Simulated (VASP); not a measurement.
Input of a VASP 6.6.1 run:

The input INCAR:

```
PREC = Accurate
ENCUT = 600
EDIFF = 1E-6
ISMEAR = -1
SIGMA = 0.1
LREAL = F
LASPH = T
NELM = 100
ALGO = Normal
ISIF = 3
LWAVE = F
LCHARG = F
GGA = RE
IBRION = 2
NSW = 80
EDIFFG = -0.01
```

KPOINTS

```
regular mesh
0
Gamma
  7 7 10
```

POSCAR

```
Sn
1.0
    5.4109849790      0.0000000000      0.0000000000
   -2.7054924895      4.6860504513      0.0000000000
    0.0000000000      0.0000000000      3.3169337921
Sn
3
Direct
    0.0000000000      0.0000000000      0.0000000000
    0.3333333333      0.6666666667      0.5000000000
    0.6666666667      0.3333333333      0.5000000000
```

Potentials or basis: VASP PAW PBE potentials, release 64 (Sn_d).

Run with:

```sh
$ cat potpaw_PBE.64/Sn_d/POTCAR > POTCAR
$ mpirun -np 1 vasp_std > vasp.out
```

(1) Predict the relaxed cell.

(2) Predict the space group after relaxing (to 0.1 Å).

## Answers

(1) a = 5.452 Å, b = 5.452 Å, c = 3.319 Å, α = 90.00°, β = 90.00°, γ = 120.00°.

(2) P6/mmm (No. 191).
